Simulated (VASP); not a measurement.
A run of VASP 6.6.1:

Contents of INCAR:

```
SYSTEM = TePb
PREC = Accurate
ENCUT = 600
EDIFF = 1E-6
ISMEAR = -1
SIGMA = 0.05
LREAL = .False.
LASPH = .True.
NELM = 100
ALGO = Normal
ISIF = 3
LWAVE = .False.
LCHARG = .False.
GGA = PE
IBRION = 2
NSW = 60
EDIFFG = -0.01
```

File KPOINTS:

```
regular mesh
0
Gamma
  7 7 7
  0 0 0
```

File POSCAR:

```
TePb
1.0
    4.0022870000      0.0000000000      0.0000000000
    0.0000000000      4.0022870000      0.0000000000
    0.0000000000      0.0000000000      4.0022870000
Pb Te
1 1
Direct
    0.0000000000      0.0000000000      0.0000000000
    0.5000000000      0.5000000000      0.5000000000
```

Potentials or basis: VASP PAW PBE potentials, release 64 (Pb_d, Te).

Launch:

```bash
$ cat potpaw_PBE.64/Pb_d/POTCAR potpaw_PBE.64/Te/POTCAR > POTCAR
$ mpirun -np 1 vasp_std > vasp.out
```

Hardware: 1 thread of Intel(R) Xeon(R) Platinum 8488C (Sapphire Rapids), with other jobs on the host.

Task: How long does it take, and how much memory?

Result: Wall time 18 s on 1 thread of Intel(R) Xeon(R) Platinum 8488C (Sapphire Rapids), with other jobs on the host, peak memory 0.18 GiB. Counts: scf iterations 14, k points 20, ion steps 1.
